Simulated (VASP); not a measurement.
Runs of VASP 6.6.1 on NaS6. The structure is that of space group Fm-3m (No. 225), or close to it. The cells are those of the table. 

```csv
task,cell,k mesh,cutoff (eV),gap on the mesh (eV),pressure (GPa),relaxed volume (Å³/atom)
single point,"a = 5.636 Å, angles 60.0°, 7 atoms",8 × 8 × 8,520,none,(b),-
relaxation of cell and atoms,"relaxed from a = 5.640 Å, angles 60.0°, 7 atoms",8 × 8 × 8,600,none,0.0,18.08
single point,"a = 5.640 Å, angles 60.0°, 7 atoms",4 × 4 × 4,520,none,-0.2,-
single point,"a = 6.348 Å, angles 60.0°, 7 atoms",4 × 4 × 4,520,none,-9.9,-
relaxation of cell and atoms,"relaxed from a = 6.348 Å, angles 60.0°, 7 atoms",4 × 4 × 4,600,none,0.2,(a)
```

Alike in all rows: level PBE; potentials or basis VASP PAW PBE potentials, release 64 (Na_pv, S); no spin polarisation; smearing gaussian 0.1 eV.

Problem. Estimate the missing entries.

Solution. (a) 18.04; (b) -0.1.

Caveats: the volume moved by over 15 % at a fixed basis, so the end points are rough (some runs).

A gap of «none» marks levels without a gap at the run's occupations.
